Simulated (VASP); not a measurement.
Wanted: the native input for a VASP 6.6.1 run.

```
Task                   : single point
Functional             : r2SCAN
Potentials or basis    : VASP PAW PBE potentials, release 64 (Mo_sv)
Cutoff                 : 520 eV
k mesh                 : 18 × 18 × 16
Occupations            : gaussian, width 0.1 eV
Spin                   : no spin polarisation
Dipole correction      : no
Further INCAR settings : ALGO = Normal; EDIFF = 1e-06; NBANDS = 13
```

The system is Mo.

```
Mo
1.0
     2.74882    0.00000    0.00000
    -1.37441    2.38055    0.00000
     0.00000    0.00000    2.53390
Mo
1
Cartesian
  0.0000 0.0000 1.2670
```

One way to write it, as run:

POSCAR

```
Mo
1.0
    2.7488179299      0.0000000000      0.0000000000
   -1.3744089650      2.3805461577      0.0000000000
    0.0000000000      0.0000000000      2.5339005442
Mo
1
Direct
    0.0000000000      0.0000000000      0.5000000000
```

INCAR.step1

```
SYSTEM = Mo
ALGO = Normal
EDIFF = 1E-4
ENCUT = 520
GGA = PE
ISMEAR = 0
LASPH = .True.
LCHARG = .False.
LREAL = .False.
LWAVE = .True.
NBANDS = 13
NELM = 60
PREC = Accurate
SIGMA = 0.1
```

INCAR.step2

```
SYSTEM = Mo
ALGO = Normal
EDIFF = 1E-6
ENCUT = 520
ISIF = 2
ISMEAR = 0
ISTART = 1
LASPH = .True.
LCHARG = .True.
LELF = .True.
LMIXTAU = .True.
LREAL = .False.
LVHAR = .True.
LWAVE = .False.
METAGGA = R2SCAN
NBANDS = 13
NELM = 60
PREC = Accurate
SIGMA = 0.1
```

KPOINTS

```
k-points
0
Gamma
  18 18 16
  0 0 0
```

Potentials or basis: VASP PAW PBE potentials, release 64 (Mo_sv).

Command:

```console
$ cat potpaw_PBE.64/Mo_sv/POTCAR > POTCAR
$ cp INCAR.step1 INCAR
$ mpirun -np 1 vasp_std > vasp.out
$ cp INCAR.step2 INCAR
$ mpirun -np 1 vasp_std > vasp.out
```

It gave:

* Pressure: 1.1 GPa
* Band gap on the k mesh: zero (band 7 reaches 12.44 eV, above the bottom of band 8 at 10.58 eV)

Caveat: the PAW data sets were made with another functional, which shifts forces and pressure a little.

Wall time 2.1 min on 1 thread of Intel(R) Xeon(R) Platinum 8488C (Sapphire Rapids) (shared host), peak memory 0.18 GiB.
